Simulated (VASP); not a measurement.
Co, 2 atoms in the cell. The structure is trigonal, space group P-3m1 (No. 164). The conventional cell has a = 2.487 Å, b = 2.487 Å, c = 4.063 Å, α = 90.00°, β = 90.00°, γ = 120.00°. Within 3.2 Å of Co (site symmetry 3m) lie 12 Co at 2.42 to 2.55 Å. 

| Item | Value |
| --- | --- |
| Program | VASP 6.6.1 |
| Task | single point |
| Functional | PBE |
| Potentials or basis | VASP PAW PBE potentials, release 64 (Co) |
| Cutoff | 520 eV |
| k mesh | 15 × 15 × 8 |
| Occupations | fermi-dirac, width 0.08 eV |
| Spin | collinear spin, ferromagnetic start |
| Starting moments | [2.0, 2.0] μB |
| Dipole correction | no |
| Further INCAR settings | ALGO = Normal; EDIFF = 1e-06; NBANDS = 20 |

Potentials or basis: VASP PAW PBE potentials, release 64 (Co).

The run is started by

```sh
$ cat potpaw_PBE.64/Co/POTCAR > POTCAR
$ mpirun -np 1 vasp_std > vasp.out
```

Hardware: 1 thread of Intel(R) Xeon(R) Platinum 8375C CPU @ 2.90GHz (Ice Lake), with other jobs on the host.

Question: Estimate the wall time of this run.

Answer: It took 2.1 min on 1 thread of Intel(R) Xeon(R) Platinum 8375C CPU @ 2.90GHz (Ice Lake) (shared host), peak memory 0.22 GiB. Counts: scf iterations 12, k points 192.
